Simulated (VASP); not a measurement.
Crystal: PtC (CsCl type).

```
CELL_PARAMETERS angstrom
2.71442 0.00000 0.00000
0.00000 2.71442 0.00000
0.00000 0.00000 2.71442
ATOMIC_POSITIONS crystal
Pt 0.00000 0.00000 0.00000
C 0.50000 0.50000 0.50000
```

- Program: VASP 6.6.1
- Task: relaxation of cell and atoms
- Functional: PBEsol
- Potentials or basis: VASP PAW PBE potentials, release 64 (Pt, C)
- Cutoff: 600 eV
- k mesh: 14 × 14 × 14
- Occupations: fermi-dirac, width 0.05 eV
- Spin: no spin polarisation

At the start: pressure 19.3 GPa; volume 10.00 Å³/atom.

Question: How do energy, volume and symmetry change on relaxing?

Answer: Over 4 steps the energy falls by 36.5 meV/atom and the volume is 10.65 Å³/atom (+6.5 %); space group Pm-3m (No. 221, to 0.05 Å).

Step by step:
```tsv
step	energy change (eV)	largest force (eV/Å)	pressure (GPa)	volume (Å³)
1	0.0000	0.0000	19.26	20.00
2	0.1086	0.0000	-21.60	23.68
3	-0.0729	0.0000	-0.40	21.32
4	-0.0729	0.0000	-0.03	21.29
```

Final structure:
```cif
data_structure
_symmetry_space_group_name_H-M 'P 1'
_symmetry_Int_Tables_number 1
_cell_length_a 2.7717
_cell_length_b 2.7717
_cell_length_c 2.7717
_cell_angle_alpha 90.000
_cell_angle_beta 90.000
_cell_angle_gamma 90.000
_cell_volume 21.29
loop_
_atom_site_label
_atom_site_type_symbol
_atom_site_fract_x
_atom_site_fract_y
_atom_site_fract_z
_atom_site_occupancy
Pt1 Pt 0.00000 0.00000 0.00000 1
C1 C 0.50000 0.50000 0.50000 1
```

Caveat: the PAW data sets were made with another functional, which shifts forces and pressure a little.
